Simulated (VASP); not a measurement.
Input of a VASP 6.6.1 run:

INCAR

```
SYSTEM = C
  PREC = Accurate
  ENCUT = 520
  EDIFF = 1E-7
  ISMEAR = 0
  SIGMA = 0.05
  LREAL = Auto
  LASPH = .TRUE.
  NELM = 60
  ALGO = Normal
  ISIF = 2
  LWAVE = .FALSE.
  LCHARG = .FALSE.
  GGA = PE
  NBANDS = 163
```

Contents of KPOINTS:

```
Automatic mesh
0
G
  2 2 2
  0 0 0
```

The input POSCAR:

```
C
1.0
    7.1400000000      0.0000000000      0.0000000000
    0.0000000000      7.1400000000      0.0000000000
    0.0000000000      0.0000000000      7.1400000000
C
63
Direct
    0.4981633053     -0.0003442577     -0.0009203081
    0.6256428571      0.1248585434      0.1267880952
    0.7496992997      0.2494890756      0.0006777311
    0.8744906162      0.3731631653      0.1269908964
    0.7388375350     -0.0093183473      0.2405366947
   -0.0015553221      0.0007691877      0.0006946779
    0.1224879552      0.1253998599      0.1268198880
    0.2499693277      0.2506012605     -0.0009004202
    0.3743959384      0.3748969188      0.1252690476
    0.4992404762      0.4999749300      0.0001914566
    0.6243728291      0.6247165266      0.1253133053
    0.7485742297      0.7493016807     -0.0007892157
    0.8736457983      0.8770906162      0.1270029412
    0.2486546218      0.0006502801      0.2505453782
    0.3740698880      0.1251338936      0.3750322129
    0.4994946779      0.2496148459      0.2505508403
    0.6256631653      0.3733403361      0.3753032213
    0.7496915966      0.4994704482      0.2506759104
    0.8740607843      0.6251263305      0.3750343137
    0.4994886555      0.0006431373      0.4995120448
    0.6256434174      0.1253964986      0.6232732493
    0.7388466387      0.2595560224      0.5095407563
    0.8736578431      0.3731662465      0.6230689076
    0.7497032213      0.0007610644      0.7493861345
    0.8740819328      0.1251247899      0.8750309524
   -0.0004268908      0.5009570028     -0.0007931373
    0.1237756303      0.6255463585      0.1253144258
    0.2489023810      0.7502886555      0.0001903361
    0.3737445378      0.8753614846      0.1252673669
    0.0092754902      0.2596176471      0.2405649860
    0.1224928571      0.3733655462      0.3747707283
    0.2499735294      0.5010781513      0.2495647059
    0.3740785714      0.6251247899      0.3750354342
    0.4981704482      0.7491890756      0.2495640056
    0.6256481793      0.8769120448      0.3747584034
    0.0093049020     -0.0093763305      0.5094568627
    0.1224879552      0.1248661064      0.6232515406
    0.2486480392      0.2496170868      0.4995225490
    0.3737508403      0.3749002801      0.6248018207
    0.4981826331      0.5010663866      0.5005023810
    0.6243760504      0.6255429972      0.6247529412
    0.7496952381      0.7507913165      0.4993890756
    0.8744924370      0.8771035014      0.6230656863
    0.2499665266     -0.0003323529      0.7509728291
    0.3740621849      0.1251320728      0.8750326331
    0.4981668067      0.2506092437      0.7509857143
    0.6243708683      0.3748550420      0.8754487395
    0.7485781513      0.5009568627      0.7508565826
    0.8740728291      0.6251308123      0.8750310924
   -0.0015644258      0.7507764706      0.2506691877
    0.1225028011      0.8768886555      0.3753029412
   -0.0015543417      0.4994799720      0.4994007003
    0.1237766106      0.6247182073      0.6247599440
    0.2499820728      0.7491789916      0.5005152661
    0.3743980392      0.8753659664      0.6248040616
   -0.0015443978      0.2494901961      0.7493760504
    0.1237731092      0.3748539216      0.8746246499
    0.2489068627      0.4999767507      0.7498815126
    0.3740726891      0.6251316527      0.8750351541
    0.4992415966      0.7502868347      0.7498774510
    0.6243682073      0.8754081232      0.8746190476
   -0.0004306723      0.7493128852      0.7508591036
    0.1237697479      0.8754142857      0.8754460784
```

Potentials or basis: VASP PAW PBE potentials, release 64 (C).

Command:

```console
$ cat potpaw_PBE.64/C/POTCAR > POTCAR
$ mpirun -np 1 vasp_std > vasp.out
```

Problem. What does it give for the band gap on the k mesh?

Solution. Zero (bands 126 and 127 overlap by 0.25 eV).

Problem. Predict the largest force.

Solution. 0.032 eV/Å.

Stress tensor (GPa, compression positive):
```
2.11 0.00 0.00
0.00 1.59 0.01
0.00 0.01 1.59
```

Caveat: the k points lie up to 0.44 Å⁻¹ apart.
